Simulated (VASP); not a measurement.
# P (I4/mcm) in VASP: a series of runs

The runs below take P through single point, relaxation of cell and atoms, with PBE.

Everything below comes from runs of VASP 6.6.1. Logs are shortened: lines on timing, memory, paths and dates and some standing lists are left out, and cuts for length are marked.

### 1 The cell of the first run

It takes space group I4/mcm (No. 140, tetragonal). The conventional cell has a = 6.887 Å, b = 6.887 Å, c = 5.682 Å, α = 90.00°, β = 90.00°, γ = 90.00°. Within 2.9 Å of P (site symmetry m) lie 5 P at 2.11 to 2.89 Å.

The cell was generated, and may not be a known phase.

### 2 Single point, PBE

File INCAR:

```
SYSTEM = P
PREC = Accurate ; ENCUT = 520
EDIFF = 1E-6 ; ISMEAR = 0
SIGMA = 0.1 ; LREAL = .False.
LASPH = .True. ; NELM = 100
ALGO = Normal ; ISIF = 2
LWAVE = .False. ; LCHARG = .False.
GGA = PE ; NBANDS = 30
```

File KPOINTS:

```
regular mesh
0
Gamma
  4 4 4
  0 0 0
```

File POSCAR:

```
P
1.0
   -3.4433857600      3.4433857600      2.8412167200
    3.4433857600     -3.4433857600      2.8412167200
    3.4433857600      3.4433857600     -2.8412167200
P
8
Direct
    0.5385858800      0.0385858800      0.2035503400
    0.8350355400      0.3350355400      0.7964496600
    0.0385858800      0.8350355400      0.5000000000
    0.3350355400      0.5385858800      0.5000000000
    0.6649644600      0.4614141200      0.5000000000
    0.9614141200      0.1649644600      0.5000000000
    0.1649644600      0.6649644600      0.2035503400
    0.4614141200      0.9614141200      0.7964496600
```

Potentials or basis: VASP PAW PBE potentials, release 64 (P).

Run with:

```console
cat potpaw_PBE.64/P/POTCAR > POTCAR
mpirun -np 1 vasp_std > vasp.out
```

OUTCAR:

```text
SYSTEM = P
   PREC = Accurate
   ENCUT = 520
   EDIFF = 1E-6
   ISMEAR = 0
   LREAL = .False.
   LASPH = .True.
   NELM = 100
   ISIF = 2
   GGA = PE

 ion  position               nearest neighbor table
   1  0.539  0.039  0.204-   8 2.11   7 2.12   5 2.16   6 2.16   2 2.89
   2  0.835  0.335  0.796-   7 2.11   8 2.12   5 2.16   6 2.16   1 2.89
   3  0.039  0.835  0.500-   6 2.11   5 2.12   8 2.16   7 2.16   4 2.89
   4  0.335  0.539  0.500-   5 2.11   6 2.12   8 2.16   7 2.16   3 2.89
   5  0.665  0.461  0.500-   4 2.11   3 2.12   1 2.16   2 2.16   6 2.89
   6  0.961  0.165  0.500-   3 2.11   4 2.12   1 2.16   2 2.16   5 2.89
   7  0.165  0.665  0.204-   2 2.11   1 2.12   3 2.16   4 2.16   8 2.89
   8  0.461  0.961  0.796-   1 2.11   2 2.12   3 2.16   4 2.16   7 2.89

  LATTYP: Found a body centered tetragonal cell.
 ALAT       =     6.8867715200
 C/A-ratio  =     0.8251229801

  Lattice vectors:

 A1 = (  -3.4433857600,   3.4433857600,   2.8412167200)
 A2 = (   3.4433857600,  -3.4433857600,   2.8412167200)
 A3 = (   3.4433857600,   3.4433857600,  -2.8412167200)

Analysis of symmetry for initial positions (statically):
=====================================================================
 Subroutine PRICEL returns:
 Original cell was already a primitive cell.

 Routine SETGRP: Setting up the symmetry group for a
 body centered tetragonal supercell.

 Subroutine GETGRP returns: Found 16 space group operations
 (whereof  8 operations were pure point group operations)
 out of a pool of 16 trial point group operations.

The static configuration has the point symmetry C_4h.
 The point group associated with its full space group is D_4h.

Analysis of symmetry for dynamics (positions and initial velocities):
=====================================================================
 Subroutine PRICEL returns:
 Original cell was already a primitive cell.

 Routine SETGRP: Setting up the symmetry group for a
 body centered tetragonal supercell.

 Subroutine GETGRP returns: Found 16 space group operations
 (whereof  8 operations were pure point group operations)
 out of a pool of 16 trial point group operations.

The dynamic configuration has the point symmetry C_4h.
 The point group associated with its full space group is D_4h.

 Subroutine INISYM returns: Found 16 space group operations
 (whereof  8 operations are pure point group operations),
[... 99 lines left out ...]
   NSW    =      0    number of steps for IOM
   IBRION =     -1    ionic relax: 0-MD 1-quasi-New 2-CG
   NFREE  =      0    steps in history (QN), initial steepest desc. (CG)
   ISIF   =      2    stress and relaxation
   ISYM   =      2    0-nonsym 1-usesym 2-fastsym
   POTIM  = 0.5000    time-step for ionic-motion
   TEBEG  =    0.0;   TEEND  =   0.0 temperature during run
   PSTRESS=    0.0 pullay stress
   NELECT =      40.0000    total number of electrons
   NUPDOWN=      -1.0000    fix difference up-down
   EMIN   =  10.00;   EMAX   =-10.00  energy-range for DOS
   EFERMI =   0.00;   METHOD = LEGACY
   ISMEAR =     0;   SIGMA  =   0.10  broadening in eV -4-tet -1-fermi 0-gaus
   EFERMI_NEDOS =   21; number of points for ismear=-14 and -15
   IALGO  =     38    algorithm
   IMIX   =      4    mixing-type and parameters
     AMIX     =   0.40;   BMIX     =  1.00
     AMIX_MAG =   1.60;   BMIX_MAG =  1.00
  volume/ion in A,a.u.               =      16.84       113.67
  Fermi-wavevector in a.u.,A,eV,Ry     =   1.092068  2.063709 16.226472  1.192612
  Thomas-Fermi vector in A             =   2.228326
   LORBIT       =      0    0 simple, 1 ext, 2 COOP (PROOUT), +10 PAW based schemes
   GGA     = PE    functional components
   LHFCALC =     F    Hartree Fock is set to
   AEXX    =    0.0000 exact exchange contribution
   IVDW    =     0    specifies the selected vdW correction
   LEPSILON=     F    determine dielectric tensor
   LRPA    =     F    only Hartree local field effects (RPA)
 non-spin polarized calculation
 Gauss-broadening in eV      SIGMA  =   0.10
  energy-cutoff  :      520.00
  volume of cell :      134.75
 maximum number of plane-waves:      3644
 NGX is ok and might be reduce to    42
   NGX = 21   NGY = 21   NGZ = 21

 number of electron      39.9999999 magnetization

 Free energy of the ion-electron system (eV)
  ---------------------------------------------------
  ext. energy  EPLUGINS =         0.00000000
  ---------------------------------------------------
  free energy    TOTEN  =       -35.61716890 eV

  energy without entropy =      -35.59500312  energy(sigma->0) =      -35.60608601

 E-fermi :   8.3726     XC(G=0): -10.1234

 val. band max:        8.3670018649   @ k =  -0.2500   0.2500   0.2500
 cond. band min:       8.3734692359   @ k =   0.2500   0.0000   0.0000
 fundamental gap:      0.0064673710
 Fermi energy:         8.3726040651

 k-point     1 :       0.0000    0.0000    0.0000
  band No.  band energies     occupation
      1      -9.6873      2.00000
      2      -5.6173      2.00000
      3      -5.2754      2.00000
      4      -4.2750      2.00000
      5      -4.2750      2.00000
      6      -4.1376      2.00000
[... 418 lines left out ...]
     29      12.0812      0.00000
     30      12.5560      0.00000

------------------------ aborting loop because EDIFF is reached ----------------------------------------

  FORCE on cell =-STRESS in cart. coord.  units (eV):
  Direction    XX          YY          ZZ          XY          YZ          ZX
  --------------------------------------------------------------------------------------
  -------------------------------------------------------------------------------------
  Total       21.2010720     21.2010720     13.9466339      0.0000000     -0.0000000      0.0000000
  in kB      252.0766927    252.0766927    165.8228104      0.0000000     -0.0000000      0.0000000
  external PRESSURE =     223.3253986 kB  Pullay stress =       0.0000000 kB

 VOLUME and BASIS-vectors are now :
 -----------------------------------------------------------------------------
  energy-cutoff  :      520.00
  volume of cell :      134.75
      direct lattice vectors                 reciprocal lattice vectors
    -3.443385760  3.443385760  2.841216720     0.000000000  0.145205921  0.175980944
     3.443385760 -3.443385760  2.841216720     0.145205921  0.000000000  0.175980944
     3.443385760  3.443385760 -2.841216720     0.145205921  0.145205921  0.000000000

 POSITION                                       TOTAL-FORCE (eV/Angst)
 -----------------------------------------------------------------------------------
     -1.02079      2.42260      1.06154        -0.727576     -0.727576     -0.421930
      1.02079      4.46418      1.06154         0.727576      0.727576     -0.421930
      4.46418     -1.02079      1.06154         0.727576     -0.727576     -0.421930
      2.42260      1.02079      1.06154        -0.727576      0.727576     -0.421930
      1.02079      2.42260      1.77968         0.727576     -0.727576      0.421930
     -1.02079      4.46418      1.77968        -0.727576      0.727576      0.421930
      2.42260     -1.02079      1.77968        -0.727576     -0.727576      0.421930
      4.46418      1.02079      1.77968         0.727576      0.727576      0.421930
 -----------------------------------------------------------------------------------
    total drift:                                0.000000      0.000000      0.000000

  FREE ENERGIE OF THE ION-ELECTRON SYSTEM (eV)
  ---------------------------------------------------
  free  energy   TOTEN  =       -35.6171689036 eV

  energy  without entropy=      -35.5950031249  energy(sigma->0) =      -35.60608601
```

OSZICAR:

```text
N       E                     dE             d eps       ncg     rms          rms(c)
DAV:   1     0.165449915378E+03    0.16545E+03   -0.17363E+04   780   0.116E+03
DAV:   2    -0.240283641051E+02   -0.18948E+03   -0.18388E+03   988   0.202E+02
DAV:   3    -0.359776496335E+02   -0.11949E+02   -0.11648E+02  1048   0.489E+01
DAV:   4    -0.362393410349E+02   -0.26169E+00   -0.25967E+00  1010   0.793E+00
DAV:   5    -0.362455378081E+02   -0.61968E-02   -0.61883E-02  1038   0.120E+00    0.216E+01
DAV:   6    -0.357865813364E+02    0.45896E+00   -0.39656E-01   930   0.238E+00    0.129E+01
DAV:   7    -0.356198999273E+02    0.16668E+00   -0.51140E-01   938   0.272E+00    0.595E-01
DAV:   8    -0.356171036035E+02    0.27963E-02   -0.44317E-02   926   0.964E-01    0.398E-01
DAV:   9    -0.356170683796E+02    0.35224E-04   -0.28935E-03  1034   0.247E-01    0.117E-01
DAV:  10    -0.356171315619E+02   -0.63182E-04   -0.16751E-04  1054   0.596E-02    0.567E-02
DAV:  11    -0.356171623091E+02   -0.30747E-04   -0.28722E-05   948   0.229E-02    0.121E-02
DAV:  12    -0.356171677586E+02   -0.54495E-05   -0.61726E-06   956   0.111E-02    0.661E-03
DAV:  13    -0.356171690693E+02   -0.13107E-05   -0.24931E-06   798   0.603E-03    0.109E-03
DAV:  14    -0.356171689036E+02    0.16566E-06   -0.15877E-07   614   0.175E-03
   1 F= -.35617169E+02 E0= -.35606086E+02  d E =-.221658E-01
```

Wall time 33 s (1 thread of AMD EPYC 9R45 (Zen 5), shared host); peak memory 0.21 GiB.

Results:

```yaml
Free_energy: -35.6172 eV
Pressure: 22.3 GPa
Largest_force: 1.112 eV/Å
Band_gap_on_the_k_mesh: zero (bands 20 and 21 overlap by 0.58 eV)
```

Forces in eV/Å, atoms in the order of the input:
```
P   -0.728 -0.728 -0.422
P    0.728  0.728 -0.422
P    0.728 -0.728 -0.422
P   -0.728  0.728 -0.422
P    0.728 -0.728  0.422
P   -0.728  0.728  0.422
P   -0.728 -0.728  0.422
P    0.728  0.728  0.422
```

Levels at points of the mesh, in eV from the Fermi level:
| k point | band 18 | band 19 | band 20 | band 21 | band 22 | band 23 |
| --- | --- | --- | --- | --- | --- | --- |
| (0.00, 0.00, 0.00) | -1.85 | -1.06 | -0.54 | -0.04 | 0.92 | 1.84 |
| (0.50, 0.00, 0.00) | -1.60 | -0.16 | -0.16 | 0.38 | 0.38 | 1.13 |
| (0.50, 0.50, 0.00) | -1.59 | -0.23 | 0.10 | 0.33 | 0.54 | 0.71 |
| (0.50, 0.50, 0.50) | -1.18 | -0.74 | -0.60 | 0.50 | 0.50 | 1.22 |

Caveat: the stress differs along the axes, from 17 to 25 GPa; forces of over 1 eV/Å act on the atoms, so gaps and moduli don't describe the material at rest.

(Part 1 of 2 ends here.)

The gap in the log of VASP goes by the Fermi energy; the results here count the filled bands.